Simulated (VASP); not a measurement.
# As (Fd-3m) in VASP: notebook

The runs below take As through single point, with LDA.

Everything below comes from runs of VASP 6.6.1. Logs are shortened: lines on timing, memory, paths and dates and some standing lists are left out, and cuts for length are marked.

## Step 1: The cell of the first run

It takes space group Fd-3m (No. 227, cubic). Conventional cell: a = 5.645 Å, b = 5.645 Å, c = 5.645 Å, α = 90.00°, β = 90.00°, γ = 90.00°. As (site symmetry -43m) has 4 As at 2.44 Å within 3.2 Å.

## Step 2: Single point, LDA (volume scaled by 0.85)

Input file INCAR:

```
ALGO = Normal
EDIFF = 1E-6
ENCUT = 520
GGA = CA
ISIF = 2
ISMEAR = -1
LASPH = T
LCHARG = F
LREAL = F
LWAVE = F
NBANDS = 12
NELM = 100
PREC = Accurate
SIGMA = 0.05
```

Input file KPOINTS:

```
k-points
0
Gamma
  13 13 13
```

Input file POSCAR:

```
As
1.0
    0.0000000000      2.8224984091      2.8224984091
    2.8224984091      0.0000000000      2.8224984091
    2.8224984091      2.8224984091      0.0000000000
As
2
Direct
   -0.1250000000     -0.1250000000     -0.1250000000
    0.1250000000      0.1250000000      0.1250000000
```

Potentials or basis: VASP PAW LDA potentials, release 64 (As).

On the command line:

```console
> cat potpaw_LDA.64/As/POTCAR > POTCAR
> mpirun -np 1 vasp_std > vasp.out
```

OUTCAR:

```text
EDIFF = 1E-6
   ENCUT = 520
   GGA = CA
   ISIF = 2
   ISMEAR = -1
   LASPH = T
   LREAL = F
   NELM = 100
   PREC = Accurate

 ion  position               nearest neighbor table
   1  0.875  0.875  0.875-   2 2.44   2 2.44   2 2.44   2 2.44
   2  0.125  0.125  0.125-   1 2.44   1 2.44   1 2.44   1 2.44

  LATTYP: Found a face centered cubic cell.
 ALAT       =     5.6449968182

  Lattice vectors:

 A1 = (   0.0000000000,   2.8224984091,   2.8224984091)
 A2 = (   2.8224984091,   0.0000000000,   2.8224984091)
 A3 = (   2.8224984091,   2.8224984091,   0.0000000000)

Analysis of symmetry for initial positions (statically):
=====================================================================
 Subroutine PRICEL returns:
 Original cell was already a primitive cell.

 Routine SETGRP: Setting up the symmetry group for a
 face centered cubic supercell.

 Subroutine GETGRP returns: Found 48 space group operations
 (whereof 12 operations were pure point group operations)
 out of a pool of 48 trial point group operations.

The static configuration has the point symmetry D_3d.
 The point group associated with its full space group is O_h .

Analysis of symmetry for dynamics (positions and initial velocities):
=====================================================================
 Subroutine PRICEL returns:
 Original cell was already a primitive cell.

 Routine SETGRP: Setting up the symmetry group for a
 face centered cubic supercell.

 Subroutine GETGRP returns: Found 48 space group operations
 (whereof 12 operations were pure point group operations)
 out of a pool of 48 trial point group operations.

The dynamic configuration has the point symmetry D_3d.
 The point group associated with its full space group is O_h .

 Subroutine INISYM returns: Found 48 space group operations
 (whereof 12 operations are pure point group operations),
 and found     1 'primitive' translations

----------------------------------------------------------------------------------------

                                     Primitive cell

  volume of cell :      44.9709

  direct lattice vectors                    reciprocal lattice vectors
     0.000000000  2.822498409  2.822498409    -0.177148018  0.177148018  0.177148018
     2.822498409  0.000000000  2.822498409     0.177148018 -0.177148018  0.177148018
     2.822498409  2.822498409  0.000000000     0.177148018  0.177148018 -0.177148018

  length of vectors
     3.991615530  3.991615530  3.991615530     0.306829368  0.306829368  0.306829368

  position of ions in fractional coordinates (direct lattice)
     0.875000000  0.875000000  0.875000000
     0.125000000  0.125000000  0.125000000

  ion indices of the primitive-cell ions
   primitive index   ion index
                 1           1
                 2           2

----------------------------------------------------------------------------------------

 KPOINTS: k-points

Automatic generation of k-mesh.
 Grid dimensions read from file:
 generate k-points for:   13   13   13

 Generating k-lattice:

  Cartesian coordinates                     Fractional coordinates (reciprocal lattice)
    -0.013626771  0.013626771  0.013626771     0.076923077  0.000000000  0.000000000
     0.013626771 -0.013626771  0.013626771     0.000000000  0.076923077  0.000000000
     0.013626771  0.013626771 -0.013626771     0.000000000  0.000000000  0.076923077

  Length of vectors
     0.023602259  0.023602259  0.023602259

  Shift w.r.t. Gamma in fractional coordinates (k-lattice)
     0.000000000  0.000000000  0.000000000

 Subroutine IBZKPT returns following result:
 ===========================================

 Found     84 irreducible k-points:

 Following reciprocal coordinates:
            Coordinates               Weight
  0.000000  0.000000  0.000000      1.000000
  0.076923  0.000000  0.000000      8.000000
  0.153846  0.000000  0.000000      8.000000
  0.230769  0.000000  0.000000      8.000000
  0.307692  0.000000  0.000000      8.000000
  0.384615  0.000000  0.000000      8.000000
[... 16 lines left out ...]
  0.384615  0.153846  0.000000     24.000000
  0.461538  0.153846  0.000000     24.000000
 [... further k-points ...]
   k-points           NKPTS =     84   k-points in BZ     NKDIM =     84   number of bands    NBANDS=     12
   number of dos      NEDOS =    301   number of ions     NIONS =      2
   total plane-waves  NPLWV =  27000
   dimension x,y,z NGX =    30 NGY =   30 NGZ =   30
   dimension x,y,z NGXF=    60 NGYF=   60 NGZF=   60
   ions per type =               2
   NGX,Y,Z   is equivalent  to a cutoff of  12.49, 12.49, 12.49 a.u.
   NGXF,Y,Z  is equivalent  to a cutoff of  24.99, 24.99, 24.99 a.u.
 SYSTEM =  unknown system
   PREC   = accura    normal or accurate (medium, high low for compatibility)
   ISTART =      0    job   : 0-new  1-cont  2-samecut
   ICHARG =      2    charge: 1-file 2-atom 10-const
   ISPIN  =      1    spin polarized calculation?
   LNONCOLLINEAR =      F non collinear calculations
   LSORBIT =      F    spin-orbit coupling
   LASPH  =      T    aspherical Exc in radial PAW
   ENCUT  =  520.0 eV  38.22 Ry    6.18 a.u.   7.42  7.42  7.42*2*pi/ulx,y,z
   NELM   =    100;   NELMIN=  2; NELMDL= -5     # of ELM steps
   EDIFF  = 0.1E-05   stopping-criterion for ELM
   LREAL  =      F    real-space projection
   EDIFFG = 0.1E-04   stopping-criterion for IOM
   NSW    =      0    number of steps for IOM
   IBRION =     -1    ionic relax: 0-MD 1-quasi-New 2-CG
   NFREE  =      0    steps in history (QN), initial steepest desc. (CG)
   ISIF   =      2    stress and relaxation
   ISYM   =      2    0-nonsym 1-usesym 2-fastsym
   POTIM  = 0.5000    time-step for ionic-motion
   TEBEG  =    0.0;   TEEND  =   0.0 temperature during run
   PSTRESS=    0.0 pullay stress
   NELECT =      10.0000    total number of electrons
   NUPDOWN=      -1.0000    fix difference up-down
   EMIN   =  10.00;   EMAX   =-10.00  energy-range for DOS
   EFERMI =   0.00;   METHOD = LEGACY
   ISMEAR =    -1;   SIGMA  =   0.05  broadening in eV -4-tet -1-fermi 0-gaus
   EFERMI_NEDOS =   21; number of points for ismear=-14 and -15
   IALGO  =     38    algorithm
   IMIX   =      4    mixing-type and parameters
     AMIX     =   0.40;   BMIX     =  1.00
     AMIX_MAG =   1.60;   BMIX_MAG =  1.00
  volume/ion in A,a.u.               =      22.49       151.74
  Fermi-wavevector in a.u.,A,eV,Ry     =   0.991816  1.874261 13.384038  0.983699
  Thomas-Fermi vector in A             =   2.123584
   LORBIT       =      0    0 simple, 1 ext, 2 COOP (PROOUT), +10 PAW based schemes
   GGA     = CA    functional components
   LHFCALC =     F    Hartree Fock is set to
   AEXX    =    0.0000 exact exchange contribution
   IVDW    =     0    specifies the selected vdW correction
   LEPSILON=     F    determine dielectric tensor
   LRPA    =     F    only Hartree local field effects (RPA)
 non-spin polarized calculation
  energy-cutoff  :      520.00
  volume of cell :       44.97
 maximum number of plane-waves:      1243
 NGX is ok and might be reduce to    30
   NGX = 15   NGY = 15   NGZ = 15

 number of electron      10.0000000 magnetization

 Free energy of the ion-electron system (eV)
  ---------------------------------------------------
  ext. energy  EPLUGINS =         0.00000000
  ---------------------------------------------------
  free energy    TOTEN  =        -9.70294247 eV

  energy without entropy =       -9.69525698  energy(sigma->0) =       -9.69909972

 E-fermi :   5.2649     XC(G=0):  -9.8164

 val. band max:        5.2534303480   @ k =  -0.4615   0.3077   0.1538
 cond. band min:       5.2893819483   @ k =   0.2308   0.1538   0.0769
 fundamental gap:      0.0359516003
 Fermi energy:         5.2649005505

 k-point     1 :       0.0000    0.0000    0.0000
  band No.  band energies     occupation
      1     -10.3981      2.00000
      2       0.4824      2.00000
      3       2.5147      2.00000
      4       2.5147      2.00000
      5       2.5147      2.00000
      6       5.5505      0.00659
      7       5.5505      0.00659
      8       5.5505      0.00659
      9      10.0325      0.00000
     10      13.1515      0.00000
     11      13.1515      0.00000
     12      15.0325      0.00000

 k-point     2 :       0.0769    0.0000    0.0000
  band No.  band energies     occupation
      1     -10.3320      2.00000
      2      -0.1144      2.00000
      3       2.4051      2.00000
      4       2.4051      2.00000
      5       2.7951      2.00000
      6       5.7066      0.00029
      7       5.7066      0.00029
      8       5.7367      0.00016
      9      10.3703      0.00000
     10      12.7909      0.00000
     11      12.7909      0.00000
     12      14.7091      0.00000

 k-point     3 :       0.1538    0.0000    0.0000
  band No.  band energies     occupation
      1     -10.1364      2.00000
      2      -1.2531      2.00000
      3       2.1474      2.00000
      4       2.1474      2.00000
      5       2.9733      2.00000
      6       6.0772      0.00000
      7       6.0772      0.00000
      8       6.4201      0.00000
      9      11.1763      0.00000
     10      12.3177      0.00000
     11      12.3177      0.00000
     12      14.2265      0.00000
[... 286 lines left out ...]
 k-point    23 :       0.3846    0.1538    0.0000
  band No.  band energies     occupation
      1      -9.0279      2.00000
      2      -4.1863      2.00000
      3       0.3591      2.00000
      4       0.9258      2.00000
      5       4.1915      2.00000
      6       6.1024      0.00000
      7       7.9456      0.00000
      8       8.4801      0.00000
      9      12.1078      0.00000
     10      13.1135      0.00000
     11      14.2366      0.00000
     12      15.6476      0.00000

 k-point    24 :       0.4615    0.1538    0.0000
  band No.  band energies     occupation
      1      -8.5964      2.00000
      2      -4.9607      2.00000
      3       0.0309      2.00000
      4       0.8958      2.00000
      5       4.0369      2.00000
      6       6.5586      0.00000
      7       7.8909      0.00000
      8       9.1944      0.00000
      9      12.8271      0.00000
     10      13.3665      0.00000
     11      14.8589      0.00000
     12      14.8671      0.00000

 [... further k-points ...]
[... 5 lines left out ...]
  --------------------------------------------------------------------------------------
  -------------------------------------------------------------------------------------
  Total        3.5909045      3.5909045      3.5909045      0.0000000      0.0000000     -0.0000000
  in kB      127.9332170    127.9332170    127.9332170      0.0000000      0.0000000     -0.0000000
  external PRESSURE =     127.9332170 kB  Pullay stress =       0.0000000 kB

 VOLUME and BASIS-vectors are now :
 -----------------------------------------------------------------------------
  energy-cutoff  :      520.00
  volume of cell :       44.97
      direct lattice vectors                 reciprocal lattice vectors
     0.000000000  2.822498409  2.822498409    -0.177148018  0.177148018  0.177148018
     2.822498409  0.000000000  2.822498409     0.177148018 -0.177148018  0.177148018
     2.822498409  2.822498409  0.000000000     0.177148018  0.177148018 -0.177148018

 POSITION                                       TOTAL-FORCE (eV/Angst)
 -----------------------------------------------------------------------------------
      4.93937      4.93937      4.93937         0.000000      0.000000      0.000000
      0.70562      0.70562      0.70562        -0.000000     -0.000000     -0.000000
 -----------------------------------------------------------------------------------
    total drift:                               -0.000000      0.000000      0.000000

  FREE ENERGIE OF THE ION-ELECTRON SYSTEM (eV)
  ---------------------------------------------------
  free  energy   TOTEN  =        -9.7029424662 eV

  energy  without entropy=       -9.6952569768  energy(sigma->0) =       -9.69909972
```

It took 18 s on 1 thread of Intel Xeon Platinum 8488C (Sapphire Rapids), shared host; peak memory 0.16 GiB.

Results:

```
Free energy            : -9.7029 eV
Pressure               : 12.8 GPa
Band gap on the k mesh : zero (band 5 reaches 6.36 eV, above the bottom of band 6 at 4.18 eV)
```

Levels at points of the mesh, in eV from the Fermi level:
| k point | band 3 | band 4 | band 5 | band 6 | band 7 | band 8 |
| --- | --- | --- | --- | --- | --- | --- |
| (0.00, 0.00, 0.00) | -2.75 | -2.75 | -2.75 | 0.29 | 0.29 | 0.29 |

Caveat: the cell differs from its parent crystal (volume scaled by 0.85).

## Step 3: Single point, LDA (volume scaled by 0.95)

Input file INCAR:

```
PREC = Accurate ; ENCUT = 520
EDIFF = 1E-7 ; ISMEAR = -1
SIGMA = 0.05 ; LREAL = F
LASPH = T ; NELM = 60
ALGO = Normal ; ISIF = 2
LWAVE = F ; LCHARG = F
NBANDS = 12
```

Input file KPOINTS:

```
regular mesh
0
Gamma
  13 13 13
```

Input file POSCAR:

```
As
1.0
    0.0000000000      2.9291071953      2.9291071953
    2.9291071953      0.0000000000      2.9291071953
    2.9291071953      2.9291071953      0.0000000000
As
2
Direct
   -0.1250000000     -0.1250000000     -0.1250000000
    0.1250000000      0.1250000000      0.1250000000
```

Potentials or basis: VASP PAW LDA potentials, release 64 (As).

On the command line:

```console
> cat potpaw_LDA.64/As/POTCAR > POTCAR
> mpirun -np 1 vasp_std > vasp.out
```

Wall time 18 s (1 thread of Intel Xeon Platinum 8488C (Sapphire Rapids), shared host); peak memory 0.17 GiB.

Results (log left out):

* Free energy: -9.9609 eV
* Pressure: 3.5 GPa
* Band gap on the k mesh: zero (band 5 reaches 4.95 eV, above the bottom of band 6 at 3.24 eV)

Levels at points of the mesh, in eV from the Fermi level:
```tsv
k point	band 3	band 4	band 5	band 6	band 7	band 8
(0.00, 0.00, 0.00)	-2.36	-2.36	-2.36	0.52	0.52	0.52
```

Caveat: the cell differs from its parent crystal (volume scaled by 0.95).

## Step 4: Single point, LDA

This run uses another cell than the first one, of 26.45 Å³/atom, 1.176 times its volume.

Input file INCAR:

```
SYSTEM = As
PREC = Accurate
ENCUT = 520
EDIFF = 1E-6
ISMEAR = -1
SIGMA = 0.05
LREAL = .FALSE.
LASPH = .TRUE.
NELM = 80
ALGO = Normal
ISIF = 2
LWAVE = .FALSE.
LCHARG = .FALSE.
NBANDS = 12
```

Input file KPOINTS:

```
regular mesh
0
G
  13 13 13
  0 0 0
```

Input file POSCAR:

```
As
1.0
    0.0000000000      2.9796189699      2.9796189699
    2.9796189699      0.0000000000      2.9796189699
    2.9796189699      2.9796189699      0.0000000000
As
2
Direct
   -0.1250000000     -0.1250000000     -0.1250000000
    0.1250000000      0.1250000000      0.1250000000
```

On the command line:

```console
> cat potpaw_LDA.64/As/POTCAR > POTCAR
> mpirun -np 1 vasp_std > vasp.out
```

Run time: 16 s. Hardware: 1 thread of Intel Xeon Platinum 8488C (Sapphire Rapids), shared host; peak memory 0.17 GiB.

The run converged. Its results:

```
Free energy            : -9.9910 eV
Pressure               : 0.3 GPa
Band gap on the k mesh : zero (band 5 reaches 4.35 eV, above the bottom of band 6 at 2.83 eV)
```

Levels at points of the mesh, in eV from the Fermi level:
| k point | band 1 | band 2 | band 3 | band 4 | band 5 | band 6 | band 7 | band 8 | band 9 | band 10 |
| --- | --- | --- | --- | --- | --- | --- | --- | --- | --- | --- |
| (0.00, 0.00, 0.00) | -14.19 | -5.68 | -2.22 | -2.22 | -2.22 | 0.59 | 0.59 | 0.59 | 4.73 | 7.96 |

[end of part 1 of 2]
